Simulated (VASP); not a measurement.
# H3CCl in VASP: single point with PBE+D3(BJ)

Aim: the single point of H3CCl with PBE+D3(BJ).

All numbers are computed with VASP 6.6.1; they aren't measurements. Logs are shortened: lines on timing, memory, paths and dates and some standing lists are left out, and cuts for length are marked.

## 1. The cell of the first run

The cell holds a disordered packing, 40 atoms: a = 9.029 Å, b = 9.029 Å, c = 9.029 Å, α = 90.00°, β = 90.00°, γ = 90.00°.

## 2. Single point, PBE+D3(BJ)

File INCAR:

```
  PREC = Accurate
  ENCUT = 1000
  EDIFF = 1E-6
  ISMEAR = -1
  SIGMA = 0.02
  LREAL = Auto
  LASPH = T
  NELM = 120
  ALGO = Normal
  ISIF = 2
  LWAVE = F
  LCHARG = F
  GGA = PE
  IVDW = 12
  NBANDS = 82
  GGA_COMPAT = F
```

File KPOINTS:

```
Automatic mesh
0
Gamma
  1 1 1
```

File POSCAR:

```
H3CCl
1.0
    9.0287150000      0.0000000000      0.0000000000
    0.0000000000      9.0287150000      0.0000000000
    0.0000000000      0.0000000000      9.0287150000
C Cl H
8 8 24
Direct
    0.2081047598      0.2145200534      0.1071510167
    0.4847877204      0.9430885497      0.8642896298
    0.2092499373      0.7349325287      0.8654793819
    0.5852580730      0.3904296983      0.7537306535
    0.6909354468      0.8198808499      0.5465305989
    0.7905667953      0.2941538180      0.4692481982
    0.5417713552      0.5542016392      0.2673477346
   -0.0054263918      0.8870125561      0.1549170436
    0.1200779003      0.2946428956      0.2653817731
    0.3626432787      1.0893474561      0.8089861166
    0.0681298627      0.6004175105      0.8962227505
    0.4943433154      0.4718632931      0.9079145945
    0.4934924166      0.8198085106      0.5200579399
    0.9135701714      0.2368366968      0.6130971267
    0.5837739817      0.7201329422      0.1686065694
   -0.0283657228      0.7512599088      0.2967776541
    0.1256315665      0.1996704914      0.0193949366
    0.2970124040      0.2871130164      0.0687060630
    0.2543508799      0.1070334043      0.1394544609
    0.4734072870      0.8549403268      0.7815159459
    0.5985448476      0.9845457657      0.8663028016
    0.4528703781      0.9037327092      0.9742378335
    0.1827962133      0.8370005090      0.9250905015
    0.3132880719      0.6891172838      0.9061954754
    0.2169487790      0.7593080173      0.7470208773
    0.6590190083      0.4738290773      0.7057093356
    0.6496688683      0.2958397103      0.7929247701
    0.5003569722      0.3549039348      0.6751860320
    0.7110441846      0.8466596741      0.6630909957
    0.7373108205      0.7108427926      0.5193490216
    0.7401352160      0.9032314848      0.4738548633
    0.8142907137      0.2295113745      0.3696410024
    0.6759105300      0.2768791612      0.5046010730
    0.8106666128      0.4117849054      0.4474684078
    0.5069684762      0.4691575823      0.1886074758
    0.6423719972      0.5190775883      0.3247867998
    0.4543531488      0.5783410947      0.3473108023
   -0.0749431729      0.9837997007      0.1775440239
    0.1114105774      0.9186849591      0.1566539166
   -0.0339613807      0.8368128291      0.0480687021
```

Potentials or basis: VASP PAW PBE potentials, release 64 (C_h, Cl, H_h).

Command:

```bash
$ cat potpaw_PBE.64/C_h/POTCAR potpaw_PBE.64/Cl/POTCAR potpaw_PBE.64/H_h/POTCAR > POTCAR
$ mpirun -np 1 vasp_gam > vasp.out
```

OUTCAR:

```text
PREC = Accurate
   ENCUT = 1000
   EDIFF = 1E-6
   ISMEAR = -1
   LREAL = Auto
   LASPH = T
   NELM = 120
   ISIF = 2
   GGA = PE
   IVDW = 12
 IVDW          = 12

 ion  position               nearest neighbor table
   1  0.208  0.215  0.107-  18 1.09  17 1.10  19 1.10   9 1.79
   2  0.485  0.943  0.864-  22 1.09  21 1.09  20 1.10  10 1.79
   3  0.209  0.735  0.865-  24 1.09  23 1.09  25 1.09  11 1.78
   4  0.585  0.390  0.754-  27 1.09  28 1.09  26 1.09  12 1.78
   5  0.691  0.820  0.547-  31 1.09  29 1.09  30 1.10  13 1.80
   6  0.791  0.294  0.469-  32 1.09  33 1.09  34 1.10  14 1.79
   7  0.542  0.554  0.267-  37 1.09  35 1.09  36 1.09  15 1.78
   8  0.995  0.887  0.155-  39 1.09  38 1.10  40 1.10  16 1.78
   9  0.120  0.295  0.265-   1 1.79
  10  0.363  0.089  0.809-   2 1.79
  11  0.068  0.600  0.896-   3 1.78
  12  0.494  0.472  0.908-   4 1.78
  13  0.493  0.820  0.520-   5 1.80
  14  0.914  0.237  0.613-   6 1.79
[... 24 lines left out ...]
  39  0.111  0.919  0.157-   8 1.09
  40  0.966  0.837  0.048-   8 1.10

  LATTYP: Found a simple cubic cell.
 ALAT       =     9.0287150000

  Lattice vectors:

 A1 = (   9.0287150000,   0.0000000000,   0.0000000000)
 A2 = (   0.0000000000,   9.0287150000,   0.0000000000)
 A3 = (   0.0000000000,   0.0000000000,   9.0287150000)

Analysis of symmetry for initial positions (statically):
=====================================================================
 Subroutine PRICEL returns:
 Original cell was already a primitive cell.

 Routine SETGRP: Setting up the symmetry group for a
 simple cubic supercell.

 Subroutine GETGRP returns: Found  1 space group operations
 (whereof  1 operations were pure point group operations)
 out of a pool of 48 trial point group operations.

The static configuration has the point symmetry C_1 .

Analysis of symmetry for dynamics (positions and initial velocities):
=====================================================================
 Subroutine PRICEL returns:
 Original cell was already a primitive cell.

 Routine SETGRP: Setting up the symmetry group for a
 simple cubic supercell.

 Subroutine GETGRP returns: Found  1 space group operations
 (whereof  1 operations were pure point group operations)
 out of a pool of 48 trial point group operations.

The dynamic configuration has the point symmetry C_1 .

 Subroutine INISYM returns: Found  1 space group operations
 (whereof  1 operations are pure point group operations),
 and found     1 'primitive' translations

----------------------------------------------------------------------------------------

                                     Primitive cell

  volume of cell :     736.0000

  direct lattice vectors                    reciprocal lattice vectors
     9.028715000  0.000000000  0.000000000     0.110757732  0.000000000  0.000000000
     0.000000000  9.028715000  0.000000000     0.000000000  0.110757732  0.000000000
     0.000000000  0.000000000  9.028715000     0.000000000  0.000000000  0.110757732

  length of vectors
     9.028715000  9.028715000  9.028715000     0.110757732  0.110757732  0.110757732

  position of ions in fractional coordinates (direct lattice)
     0.208104760  0.214520053  0.107151017
     0.484787720  0.943088550  0.864289630
     0.209249937  0.734932529  0.865479382
     0.585258073  0.390429698  0.753730654
     0.690935447  0.819880850  0.546530599
     0.790566795  0.294153818  0.469248198
[... 32 lines left out ...]
     0.111410577  0.918684959  0.156653917
     0.966038619  0.836812829  0.048068702

  ion indices of the primitive-cell ions
   primitive index   ion index
                 1           1
                 2           2
                 3           3
                 4           4
                 5           5
                 6           6
[... 32 lines left out ...]
                39          39
                40          40

----------------------------------------------------------------------------------------

 KPOINTS: Automatic mesh

Automatic generation of k-mesh.
 Grid dimensions read from file:
 generate k-points for:    1    1    1

 Generating k-lattice:

  Cartesian coordinates                     Fractional coordinates (reciprocal lattice)
     0.110757732  0.000000000  0.000000000     1.000000000  0.000000000  0.000000000
     0.000000000  0.110757732  0.000000000     0.000000000  1.000000000  0.000000000
     0.000000000  0.000000000  0.110757732     0.000000000  0.000000000  1.000000000

  Length of vectors
     0.110757732  0.110757732  0.110757732

  Shift w.r.t. Gamma in fractional coordinates (k-lattice)
     0.000000000  0.000000000  0.000000000

 Subroutine IBZKPT returns following result:
 ===========================================

 Found      1 irreducible k-points:

 Following reciprocal coordinates:
            Coordinates               Weight
  0.000000  0.000000  0.000000      1.000000
   k-points           NKPTS =      1   k-points in BZ     NKDIM =      1   number of bands    NBANDS=     82
   number of dos      NEDOS =    301   number of ions     NIONS =     40
   total plane-waves  NPLWV = 884736
   dimension x,y,z NGX =    96 NGY =   96 NGZ =   96
   dimension x,y,z NGXF=   192 NGYF=  192 NGZF=  192
   ions per type =               8   8  24
   NGX,Y,Z   is equivalent  to a cutoff of  17.68, 17.68, 17.68 a.u.
   NGXF,Y,Z  is equivalent  to a cutoff of  35.35, 35.35, 35.35 a.u.
 SYSTEM =  unknown system
   PREC   = accura    normal or accurate (medium, high low for compatibility)
   ISTART =      0    job   : 0-new  1-cont  2-samecut
   ICHARG =      2    charge: 1-file 2-atom 10-const
   ISPIN  =      1    spin polarized calculation?
   LNONCOLLINEAR =      F non collinear calculations
   LSORBIT =      F    spin-orbit coupling
   LASPH  =      T    aspherical Exc in radial PAW
   ENCUT  = 1000.0 eV  73.50 Ry    8.57 a.u.  23.28 23.28 23.28*2*pi/ulx,y,z
   NELM   =    120;   NELMIN=  2; NELMDL= -5     # of ELM steps
   EDIFF  = 0.1E-05   stopping-criterion for ELM
   LREAL  =      T    real-space projection
   EDIFFG = 0.1E-04   stopping-criterion for IOM
   NSW    =      0    number of steps for IOM
   IBRION =     -1    ionic relax: 0-MD 1-quasi-New 2-CG
   NFREE  =      0    steps in history (QN), initial steepest desc. (CG)
   ISIF   =      2    stress and relaxation
   ISYM   =      2    0-nonsym 1-usesym 2-fastsym
   POTIM  = 0.5000    time-step for ionic-motion
   TEBEG  =    0.0;   TEEND  =   0.0 temperature during run
   PSTRESS=    0.0 pullay stress
   NELECT =     112.0000    total number of electrons
   NUPDOWN=      -1.0000    fix difference up-down
   EMIN   =  10.00;   EMAX   =-10.00  energy-range for DOS
   EFERMI =   0.00;   METHOD = LEGACY
   ISMEAR =    -1;   SIGMA  =   0.02  broadening in eV -4-tet -1-fermi 0-gaus
   EFERMI_NEDOS =   21; number of points for ismear=-14 and -15
   IALGO  =     38    algorithm
   IMIX   =      4    mixing-type and parameters
     AMIX     =   0.40;   BMIX     =  1.00
     AMIX_MAG =   1.60;   BMIX_MAG =  1.00
  volume/ion in A,a.u.               =      18.40       124.17
  Fermi-wavevector in a.u.,A,eV,Ry     =   0.874020  1.651659 10.393649  0.763912
  Thomas-Fermi vector in A             =   1.993493
   LORBIT       =      0    0 simple, 1 ext, 2 COOP (PROOUT), +10 PAW based schemes
   GGA     = PE    functional components
   LHFCALC =     F    Hartree Fock is set to
   AEXX    =    0.0000 exact exchange contribution
   IVDW    =    12    specifies the selected vdW correction
   LEPSILON=     F    determine dielectric tensor
   LRPA    =     F    only Hartree local field effects (RPA)
 non-spin polarized calculation
  energy-cutoff  :     1000.00
  volume of cell :      736.00
 maximum number of plane-waves:     26318
 NGX is ok and might be reduce to    96
   NGX = 47   NGY = 47   NGZ = 47

 number of electron     112.0000000 magnetization

 Free energy of the ion-electron system (eV)
  ---------------------------------------------------
  ext. energy  EPLUGINS =         0.00000000
  ---------------------------------------------------
  free energy    TOTEN  =      -179.22011450 eV

  energy without entropy =     -179.22011450  energy(sigma->0) =     -179.22011450

 E-fermi :  -2.8202     XC(G=0):  -5.8082

 val. band max:       -3.3366504731   @ k =   0.0000   0.0000   0.0000
 cond. band min:       1.9721240277   @ k =   0.0000   0.0000   0.0000
 fundamental gap:      5.3087745009
 Fermi energy:        -2.8202063536

 k-point     1 :       0.0000    0.0000    0.0000
  band No.  band energies     occupation
      1     -18.2415      2.00000
      2     -18.1388      2.00000
      3     -18.1110      2.00000
      4     -18.0233      2.00000
      5     -17.9396      2.00000
      6     -17.8830      2.00000
[... 60 lines left out ...]
     67       3.7059      0.00000
     68       3.8743      0.00000
 [bands above 68 left out]

------------------------ aborting loop because EDIFF is reached ----------------------------------------

 Edisp (eV)   -1.79205

 E8    (eV) :    -0.4767

  FORCE on cell =-STRESS in cart. coord.  units (eV):
  Direction    XX          YY          ZZ          XY          YZ          ZX
  --------------------------------------------------------------------------------------
  -------------------------------------------------------------------------------------
  Total       0.05607     0.21626     2.60850    -0.11984     1.86826    -1.47227
  in kB       0.12205     0.47077     5.67837    -0.26088     4.06697    -3.20494
  external pressure =        2.09 kB  Pullay stress =        0.00 kB

 VOLUME and BASIS-vectors are now :
 -----------------------------------------------------------------------------
  energy-cutoff  :     1000.00
  volume of cell :      736.00
      direct lattice vectors                 reciprocal lattice vectors
     9.028715000  0.000000000  0.000000000     0.110757732  0.000000000  0.000000000
     0.000000000  9.028715000  0.000000000     0.000000000  0.110757732  0.000000000
     0.000000000  0.000000000  9.028715000     0.000000000  0.000000000  0.110757732

 POSITION                                       TOTAL-FORCE (eV/Angst)
 -----------------------------------------------------------------------------------
      1.87892      1.93684      0.96744         0.015430     -0.076939     -0.021030
      4.37701      8.51488      7.80342        -0.047258      0.004033      0.002394
      1.88926      6.63550      7.81417        -0.000162      0.034825     -0.032972
      5.28413      3.52508      6.80522         0.023071      0.065484     -0.032486
      6.23826      7.40247      4.93447        -0.132206     -0.006957      0.094025
      7.13780      2.65583      4.23671         0.026228      0.015615     -0.023611
[... 32 lines left out ...]
      1.00589      8.29454      1.41438        -0.060705      0.048580     -0.039830
      8.72209      7.55534      0.43400        -0.054850     -0.012555      0.144636
 -----------------------------------------------------------------------------------
    total drift:                               -0.006010      0.006824      0.004548

  FREE ENERGIE OF THE ION-ELECTRON SYSTEM (eV)
  ---------------------------------------------------
  free  energy   TOTEN  =      -181.0121682625 eV

  energy  without entropy=     -181.0121682625  energy(sigma->0) =     -181.01216826
```

Run time: 4.6 min. Hardware: 1 thread of Intel Xeon Platinum 8488C (Sapphire Rapids), shared host; peak memory 1.4 GiB.

Results:

```yaml
Free_energy: -181.0122 eV
Pressure: 0.2 GPa
Largest_force: 0.246 eV/Å
Band_gap_on_the_k_mesh: 5.31 eV
Dispersion_energy_per_atom: -0.045 eV
```

Forces in eV/Å, atoms in the order of the input:
```
C    0.015 -0.077 -0.021
C   -0.047  0.004  0.002
C    0.000  0.035 -0.033
C    0.023  0.065 -0.032
C   -0.132 -0.007  0.094
C    0.026  0.016 -0.024
C    0.021  0.010  0.059
C    0.074 -0.059  0.000
Cl   0.068  0.000 -0.028
Cl   0.110 -0.122 -0.003
Cl  -0.082  0.009 -0.067
Cl  -0.008 -0.041 -0.045
Cl   0.236 -0.009 -0.069
Cl  -0.058 -0.071 -0.035
Cl  -0.028 -0.036 -0.012
Cl   0.041  0.031 -0.041
H    0.055  0.058  0.066
H   -0.082  0.059  0.015
H   -0.013  0.091  0.002
H    0.079  0.088  0.204
H    0.006  0.111  0.000
H    0.000  0.088 -0.016
H   -0.100 -0.071 -0.006
H   -0.019 -0.035 -0.044
H   -0.029 -0.090 -0.013
H   -0.037 -0.026  0.001
H    0.001 -0.006 -0.043
H    0.034  0.008 -0.044
H    0.083 -0.016 -0.060
H   -0.204  0.108  0.018
H   -0.066 -0.018  0.028
H    0.046  0.007  0.008
H    0.064 -0.048  0.011
H    0.037 -0.059 -0.002
H    0.029  0.025 -0.017
H    0.012  0.008 -0.030
H   -0.036  0.006 -0.021
H   -0.006 -0.072  0.094
H   -0.061  0.049 -0.040
H   -0.055 -0.013  0.145
```

Stress tensor (GPa, compression positive):
```
 0.01 -0.03 -0.32
-0.03  0.05  0.41
-0.32  0.41  0.57
```

Caveat: the k points lie up to 0.70 Å⁻¹ apart.
